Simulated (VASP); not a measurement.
# Ni (I4/mmm) in VASP: a series of runs

Runs on Ni. Level: PBEsol. Tasks: single point.

Everything below comes from runs of VASP 6.6.1. Logs are shortened: lines on timing, memory, paths and dates and some standing lists are left out, and cuts for length are marked.

## Step 1: The cell of the first run

The structure is tetragonal, space group I4/mmm (No. 139). The conventional cell has a = 2.767 Å, b = 2.767 Å, c = 2.809 Å, α = 90.00°, β = 90.00°, γ = 90.00°. Within 3.2 Å of Ni (site symmetry 4/mmm) lie 14 Ni at 2.41 to 2.81 Å.

## Step 2: Single point, PBEsol, collinear spin, ferromagnetic start (strain +0.0150 x Voigt [0, 0, 1, 0, 0, 0])

File INCAR:

```
SYSTEM = Ni
ALGO = Normal
EDIFF = 1E-7
ENCUT = 520
GGA = PS
ISIF = 2
ISMEAR = 0
ISPIN = 2
LASPH = .TRUE.
LCHARG = .FALSE.
LMAXMIX = 4
LORBIT = 11
LREAL = .FALSE.
LWAVE = .FALSE.
MAGMOM = 0.5
NBANDS = 15
NELM = 150
PREC = Accurate
SIGMA = 0.15
```

File KPOINTS:

```
k-points
0
G
  24 24 24
  0 0 0
```

File POSCAR:

```
Ni
1.0
   -1.3837154700      1.3837154700      1.4044712020
    1.3837154700     -1.3837154700      1.4044712020
    1.3837154700      1.3837154700     -1.4044712020
Ni
1
Direct
    0.0000000000      0.0000000000      0.0000000000
```

Potentials or basis: VASP PAW PBE potentials, release 64 (Ni).

Started as:

```sh
cat potpaw_PBE.64/Ni/POTCAR > POTCAR
mpirun -np 1 vasp_std > vasp.out
```

OUTCAR:

```text
SYSTEM = Ni
   EDIFF = 1E-7
   ENCUT = 520
   GGA = PS
   ISIF = 2
   ISMEAR = 0
   ISPIN = 2
   LASPH = .TRUE.
   LORBIT = 11
   LREAL = .FALSE.
   NELM = 150
   PREC = Accurate

 ion  position               nearest neighbor table
   1  0.000  0.000  0.000-

  LATTYP: Found a body centered tetragonal cell.
 ALAT       =     2.7674309400
 C/A-ratio  =     1.0150000000

  Lattice vectors:

 A1 = (  -1.3837154700,   1.3837154700,   1.4044712020)
 A2 = (   1.3837154700,  -1.3837154700,   1.4044712020)
 A3 = (   1.3837154700,   1.3837154700,  -1.4044712020)

Analysis of symmetry for initial positions (statically):
=====================================================================
 Subroutine PRICEL returns:
 Original cell was already a primitive cell.

 Routine SETGRP: Setting up the symmetry group for a
 body centered tetragonal supercell.

 Subroutine GETGRP returns: Found 16 space group operations
 (whereof 16 operations were pure point group operations)
 out of a pool of 16 trial point group operations.

The static configuration has the point symmetry D_4h.

Analysis of symmetry for dynamics (positions and initial velocities):
=====================================================================
 Subroutine PRICEL returns:
 Original cell was already a primitive cell.

 Routine SETGRP: Setting up the symmetry group for a
 body centered tetragonal supercell.

 Subroutine GETGRP returns: Found 16 space group operations
 (whereof 16 operations were pure point group operations)
 out of a pool of 16 trial point group operations.

The dynamic configuration has the point symmetry D_4h.

Analysis of structural, dynamic, and magnetic symmetry:
=====================================================================
 Subroutine PRICEL returns:
 Original cell was already a primitive cell.

 Routine SETGRP: Setting up the symmetry group for a
 body centered tetragonal supercell.

 Subroutine GETGRP returns: Found 16 space group operations
 (whereof 16 operations were pure point group operations)
 out of a pool of 16 trial point group operations.

The overall configuration has the point symmetry D_4h.

 Subroutine INISYM returns: Found 16 space group operations
 (whereof 16 operations are pure point group operations),
 and found     1 'primitive' translations

----------------------------------------------------------------------------------------

                                     Primitive cell

  volume of cell :      10.7564

  direct lattice vectors                    reciprocal lattice vectors
    -1.383715470  1.383715470  1.404471202     0.000000000  0.361345964  0.356005876
     1.383715470 -1.383715470  1.404471202     0.361345964  0.000000000  0.356005876
     1.383715470  1.383715470 -1.404471202     0.361345964  0.361345964  0.000000000

  length of vectors
     2.408708443  2.408708443  2.408708443     0.507258404  0.507258404  0.511020363

  position of ions in fractional coordinates (direct lattice)
     0.000000000  0.000000000  0.000000000

  ion indices of the primitive-cell ions
   primitive index   ion index
                 1           1

----------------------------------------------------------------------------------------

 KPOINTS: k-points

Automatic generation of k-mesh.
 Grid dimensions read from file:
 generate k-points for:   24   24   24

 Generating k-lattice:

  Cartesian coordinates                     Fractional coordinates (reciprocal lattice)
     0.000000000  0.015056082  0.014833578     0.041666667  0.000000000  0.000000000
     0.015056082  0.000000000  0.014833578     0.000000000  0.041666667  0.000000000
     0.015056082  0.015056082  0.000000000     0.000000000  0.000000000  0.041666667

  Length of vectors
     0.021135767  0.021135767  0.021292515

  Shift w.r.t. Gamma in fractional coordinates (k-lattice)
     0.000000000  0.000000000  0.000000000

 Subroutine IBZKPT returns following result:
 ===========================================

 Found   1063 irreducible k-points:

 Following reciprocal coordinates:
            Coordinates               Weight
  0.000000  0.000000  0.000000      1.000000
  0.041667 -0.000000  0.000000      8.000000
  0.083333 -0.000000  0.000000      8.000000
  0.125000 -0.000000  0.000000      8.000000
  0.166667 -0.000000  0.000000      8.000000
  0.208333 -0.000000  0.000000      8.000000
[... 16 lines left out ...]
  0.416667  0.041667  0.000000     16.000000
  0.458333  0.041667  0.000000     16.000000
 [... further k-points ...]
   k-points           NKPTS =   1063   k-points in BZ     NKDIM =   1063   number of bands    NBANDS=     15
   number of dos      NEDOS =    301   number of ions     NIONS =      1
   total plane-waves  NPLWV =   5832
   dimension x,y,z NGX =    18 NGY =   18 NGZ =   18
   dimension x,y,z NGXF=    36 NGYF=   36 NGZF=   36
   ions per type =               1
   NGX,Y,Z   is equivalent  to a cutoff of  12.42, 12.42, 12.42 a.u.
   NGXF,Y,Z  is equivalent  to a cutoff of  24.85, 24.85, 24.85 a.u.
 SYSTEM =  Ni
   PREC   = accura    normal or accurate (medium, high low for compatibility)
   ISTART =      0    job   : 0-new  1-cont  2-samecut
   ICHARG =      2    charge: 1-file 2-atom 10-const
   ISPIN  =      2    spin polarized calculation?
   LNONCOLLINEAR =      F non collinear calculations
   LSORBIT =      F    spin-orbit coupling
   LASPH  =      T    aspherical Exc in radial PAW
   ENCUT  =  520.0 eV  38.22 Ry    6.18 a.u.   4.48  4.48  4.48*2*pi/ulx,y,z
   NELM   =    150;   NELMIN=  2; NELMDL= -5     # of ELM steps
   EDIFF  = 0.1E-06   stopping-criterion for ELM
   LREAL  =      F    real-space projection
   EDIFFG = 0.1E-05   stopping-criterion for IOM
   NSW    =      0    number of steps for IOM
   IBRION =     -1    ionic relax: 0-MD 1-quasi-New 2-CG
   NFREE  =      0    steps in history (QN), initial steepest desc. (CG)
   ISIF   =      2    stress and relaxation
   ISYM   =      2    0-nonsym 1-usesym 2-fastsym
   POTIM  = 0.5000    time-step for ionic-motion
   TEBEG  =    0.0;   TEEND  =   0.0 temperature during run
   PSTRESS=    0.0 pullay stress
   NELECT =      10.0000    total number of electrons
   NUPDOWN=      -1.0000    fix difference up-down
   EMIN   =  10.00;   EMAX   =-10.00  energy-range for DOS
   EFERMI =   0.00;   METHOD = LEGACY
   ISMEAR =     0;   SIGMA  =   0.15  broadening in eV -4-tet -1-fermi 0-gaus
   EFERMI_NEDOS =   21; number of points for ismear=-14 and -15
   IALGO  =     38    algorithm
   IMIX   =      4    mixing-type and parameters
     AMIX     =   0.40;   BMIX     =  1.00
     AMIX_MAG =   1.60;   BMIX_MAG =  1.00
  volume/ion in A,a.u.               =      10.76        72.59
  Fermi-wavevector in a.u.,A,eV,Ry     =   1.597789  3.019383 34.734706  2.552929
  Thomas-Fermi vector in A             =   2.695340
   LORBIT       =     11    0 simple, 1 ext, 2 COOP (PROOUT), +10 PAW based schemes
   GGA     = PS    functional components
   LHFCALC =     F    Hartree Fock is set to
   AEXX    =    0.0000 exact exchange contribution
   IVDW    =     0    specifies the selected vdW correction
   LEPSILON=     F    determine dielectric tensor
   LRPA    =     F    only Hartree local field effects (RPA)
 spin polarized calculation
 Gauss-broadening in eV      SIGMA  =   0.15
  energy-cutoff  :      520.00
  volume of cell :       10.76
 maximum number of plane-waves:       321
 NGX is ok and might be reduce to    18
   NGX =  9   NGY =  9   NGZ =  9

 number of electron      10.0000000 magnetization       0.5000000

 number of electron       9.9999994 magnetization       0.5325408

 Free energy of the ion-electron system (eV)
  ---------------------------------------------------
  ext. energy  EPLUGINS =         0.00000000
  ---------------------------------------------------
  free energy    TOTEN  =        -6.03814581 eV

  energy without entropy =       -6.01934026  energy(sigma->0) =       -6.02874303

 E-fermi :   9.2186     XC(G=0): -13.4981

 val. band max:        9.2181903974   @ k =  -0.2083   0.2917   0.0833
 cond. band min:       9.2193997569   @ k =  -0.3333   0.3750   0.2500
 fundamental gap:      0.0012093594
 Fermi energy:         9.2186229675

 spin component 1

 k-point     1 :       0.0000    0.0000    0.0000
  band No.  band energies     occupation
      1       0.2094      1.00000
      2       6.8950      1.00000
      3       6.8950      1.00000
      4       6.9711      1.00000
      5       8.2958      1.00000
      6       8.3971      1.00000
      7      35.5423      0.00000
      8      35.8836      0.00000
      9      35.8836      0.00000
     10      40.6030      0.00000
     11      40.8676      0.00000
     12      41.5015      0.00000
     13      41.9692      0.00000
     14      41.9692      0.00000
     15      42.3385      0.00000
[... 397 lines left out ...]
 k-point    24 :       0.4583    0.0417    0.0000
  band No.  band energies     occupation
      1       4.5708      1.00000
      2       6.0243      1.00000
      3       8.2308      1.00000
      4       8.3590      1.00000
      5       8.8876      0.99910
      6       9.8088      0.00000
      7      15.8593      0.00000
      8      28.0879      0.00000
      9      29.2582      0.00000
     10      33.7384      0.00000
     11      37.3149      0.00000
     12      44.7869      0.00000
     13      49.0223      0.00000
     14      50.7821      0.00000
     15      54.4667      0.00000

 [... further k-points ...]

 spin component 2

 k-point     1 :       0.0000    0.0000    0.0000
  band No.  band energies     occupation
      1       0.2140      1.00000
      2       7.5170      1.00000
      3       7.5170      1.00000
      4       7.5830      1.00000
      5       8.7989      0.99996
      6       8.8806      0.99928
      7      35.4728      0.00000
      8      35.8149      0.00000
      9      35.8149      0.00000
     10      40.5711      0.00000
     11      40.8252      0.00000
     12      41.6632      0.00000
     13      42.1466      0.00000
     14      42.1466      0.00000
     15      42.4928      0.00000
[... 397 lines left out ...]
 k-point    24 :       0.4583    0.0417    0.0000
  band No.  band energies     occupation
      1       4.9138      1.00000
      2       6.5864      1.00000
      3       8.7469      1.00000
      4       8.7779      0.99998
      5       9.3123      0.18867
      6      10.2011      0.00000
      7      16.1865      0.00000
      8      28.0845      0.00000
      9      29.3458      0.00000
     10      33.8554      0.00000
     11      37.4171      0.00000
     12      44.7745      0.00000
     13      49.0888      0.00000
     14      50.8458      0.00000
     15      55.4096      0.00000

 [... further k-points ...]
[... 5 lines left out ...]
  --------------------------------------------------------------------------------------
  -------------------------------------------------------------------------------------
  Total       -0.4125184     -0.4125184     -0.3346199      0.0000000     -0.0000000      0.0000000
  in kB      -61.4451324    -61.4451324    -49.8420591      0.0000000     -0.0000000      0.0000000
  external PRESSURE =     -57.5774413 kB  Pullay stress =       0.0000000 kB

 VOLUME and BASIS-vectors are now :
 -----------------------------------------------------------------------------
  energy-cutoff  :      520.00
  volume of cell :       10.76
      direct lattice vectors                 reciprocal lattice vectors
    -1.383715470  1.383715470  1.404471202     0.000000000  0.361345964  0.356005876
     1.383715470 -1.383715470  1.404471202     0.361345964  0.000000000  0.356005876
     1.383715470  1.383715470 -1.404471202     0.361345964  0.361345964  0.000000000

 POSITION                                       TOTAL-FORCE (eV/Angst)
 -----------------------------------------------------------------------------------
      0.00000      0.00000      0.00000        -0.000000      0.000000     -0.000000
 -----------------------------------------------------------------------------------
    total drift:                                0.000000      0.000000      0.000000

  FREE ENERGIE OF THE ION-ELECTRON SYSTEM (eV)
  ---------------------------------------------------
  free  energy   TOTEN  =        -6.0381458056 eV

  energy  without entropy=       -6.0193402603  energy(sigma->0) =       -6.02874303

 total charge

# of ion       s       p       d       tot
------------------------------------------
    1        0.499   0.504   8.335   9.338

 magnetization (x)

# of ion       s       p       d       tot
------------------------------------------
    1       -0.004  -0.016   0.558   0.538
```

Wall time 4.6 min (1 thread of Intel Xeon 6975P-C, shared host); peak memory 0.36 GiB.

What came out:

| Item | Value |
| --- | --- |
| Free energy | -6.0381 eV |
| Pressure | -5.8 GPa |
| Net moment | 0.53 μB per cell |
| Site moments | Ni +0.54 μB |
| Valence electrons inside the program's atomic spheres | Ni 9.34 |

Caveat: the cell differs from its parent crystal (strain +0.0150 x Voigt [0, 0, 1, 0, 0, 0]); the PAW data sets were made with another functional, which shifts forces and pressure a little.

## Step 3: Single point, PBEsol, collinear spin, ferromagnetic start (strain +0.0200 x Voigt [0, 0, 1, 0, 0, 0])

File INCAR:

```
PREC     = Accurate       # precision mode
ENCUT    = 520            # plane-wave cutoff, eV
EDIFF    = 1E-6           # SCF threshold, eV
ISMEAR   = 0              # smearing method
SIGMA    = 0.15           # smearing width, eV
LREAL    = False          # projectors in reciprocal space
LASPH    = True           # aspherical terms in the spheres
NELM     = 150            # most SCF steps
ALGO     = Normal         # electronic algorithm
ISIF     = 2              # what is computed and relaxed
LWAVE    = False          # write WAVECAR
LCHARG   = False          # write CHGCAR
ISPIN    = 2              # spin polarisation
MAGMOM   = 0.5            # initial moments
LORBIT   = 11             # projections on sites
LMAXMIX  = 4              # l up to which the mixer works
GGA      = PS             # functional
NBANDS   = 15             # bands
```

File KPOINTS:

```
Automatic mesh
0
Gamma
  24 24 24
```

File POSCAR:

```
Ni
1.0
   -1.3837154700      1.3837154700      1.4113897794
    1.3837154700     -1.3837154700      1.4113897794
    1.3837154700      1.3837154700     -1.4113897794
Ni
1
Direct
    0.0000000000      0.0000000000      0.0000000000
```

Potentials or basis: VASP PAW PBE potentials, release 64 (Ni).

Started as:

```sh
cat potpaw_PBE.64/Ni/POTCAR > POTCAR
mpirun -np 1 vasp_std > vasp.out
```

Wall time 3.7 min (1 thread of Intel Xeon 6975P-C, shared host); peak memory 0.36 GiB.

The run converged. Its results:

| Property | Result |
| --- | --- |
| Free energy | -6.0364 eV |
| Pressure | -6.7 GPa |
| Net moment | 0.54 μB per cell |
| Site moments | Ni +0.54 μB |
| Valence electrons inside the program's atomic spheres | Ni 9.33 |

Stress tensor (GPa, compression positive):
```
-7.20  0.00  0.00
 0.00 -7.20  0.00
 0.00  0.00 -5.66
```

Levels at points of the mesh, in eV from the Fermi level:
Spin up:
```tsv
k point	band 3	band 4	band 5	band 6	band 7	band 8
(0.00, 0.00, 0.00)	-2.32	-2.22	-0.94	-0.81	26.20	26.65
(0.50, 0.00, 0.00)	-1.00	-0.72	-0.02	0.17	6.45	19.30
(0.50, 0.50, 0.00)	-0.87	-0.70	-0.01	0.34	6.67	18.81
(0.50, 0.50, 0.50)	-0.26	-0.24	-0.24	9.25	10.03	10.03
```
Spin down:
```tsv
k point	band 1	band 2	band 3	band 4	band 5	band 6	band 7	band 8	band 9	band 10
(0.00, 0.00, 0.00)	-8.97	-1.70	-1.70	-1.61	-0.43	-0.32	26.13	26.58	26.58	31.23
(0.50, 0.00, 0.00)	-4.31	-2.61	-0.45	-0.21	0.16	0.68	6.79	19.26	20.39	24.15
(0.50, 0.50, 0.00)	-4.30	-2.73	-0.33	-0.18	0.32	0.71	7.00	18.78	19.76	23.67
(0.50, 0.50, 0.50)	-3.90	-3.86	0.43	0.47	0.47	9.29	10.08	10.08	15.61	16.06
```

Caveat: the cell differs from its parent crystal (strain +0.0200 x Voigt [0, 0, 1, 0, 0, 0]); the PAW data sets were made with another functional, which shifts forces and pressure a little.
